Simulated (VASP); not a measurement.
The system is Au.

```xyz
2
Lattice="0.0000 2.8000 2.8000 2.8000 0.0000 2.8000 2.8000 2.8000 0.0000" Properties=species:S:1:pos:R:3 pbc="T T T"
Au    0.0000    0.0000    0.0000
Au    1.4000    1.4000    1.4000
```

* Program: VASP 6.6.1
* Task: relaxation of cell and atoms
* Functional: PBE
* Potentials or basis: VASP PAW PBE potentials, release 64 (Au)
* Cutoff: 600 eV
* k mesh: 8 × 8 × 8
* Occupations: methfessel-paxton, width 0.05 eV
* Spin: no spin polarisation

At the start: pressure 34.3 GPa; volume 21.95 Å³/atom.

Problem. Where does the relaxation end?

Solution. Over 5 steps the energy falls by 559.0 meV/atom and the volume is 29.15 Å³/atom (+32.8 %); space group Fd-3m (No. 227, to 0.05 Å).

Step by step:
```tsv
step	energy change (eV)	largest force (eV/Å)	pressure (GPa)	volume (Å³)
1	0.0000	0.0000	34.26	43.90
2	-0.4391	0.0000	-6.65	81.00
3	-1.1163	0.0000	-0.67	59.09
4	-1.1176	0.0000	-0.31	58.66
5	-1.1180	0.0000	-0.02	58.30
```

Final structure:
```yaml
crystal:
  lattice:
    - [0.00000, 3.07757, 3.07757]
    - [3.07757, 0.00000, 3.07757]
    - [3.07757, 3.07757, 0.00000]
  atoms:
    - { symbol: Au, position: [0.00000, 0.00000, 0.00000] }
    - { symbol: Au, position: [0.25000, 0.25000, 0.25000] }
```

Caveat: the volume moved by over 15 % at a fixed basis, so the end points are rough.
